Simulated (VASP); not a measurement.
The system is P.

```
P
1.0
     1.65866   -5.50123    0.00000
     1.65866    5.50123    0.00000
     0.00000    0.00000    4.57373
P
4
Direct
  0.90414 0.09586 0.58882
  0.09586 0.90414 0.41118
  0.59586 0.40414 0.08882
  0.40414 0.59586 0.91118
```

Base run:

| Property | Result |
| --- | --- |
| Program | VASP 6.6.1 |
| Functional | BLYP |
| Potentials or basis | VASP PAW PBE potentials, release 64 (P) |
| Cutoff | 500 eV |
| k mesh | 8 × 8 × 6 |
| Occupations | fermi-dirac, width 0.05 eV |
| Spin | no spin polarisation |

Its results: band gap on the k mesh 0.25 eV; pressure 4.7 GPa; largest force 0.276 eV/Å.

Q: After a change of settings the same cell gave: band gap on the k mesh 0.29 eV; pressure -1.5 GPa; largest force 0.170 eV/Å. Which change was it?
A. functional from BLYP to PBE; dispersion from none to D4
B. functional from BLYP to r2SCAN; cutoff from 500 eV to 520 eV
C. functional from BLYP to SVWN5

A: B.

Caveats: the PAW data sets were made with another functional, which shifts forces and pressure a little; the cell stands under pressure (at least some runs).
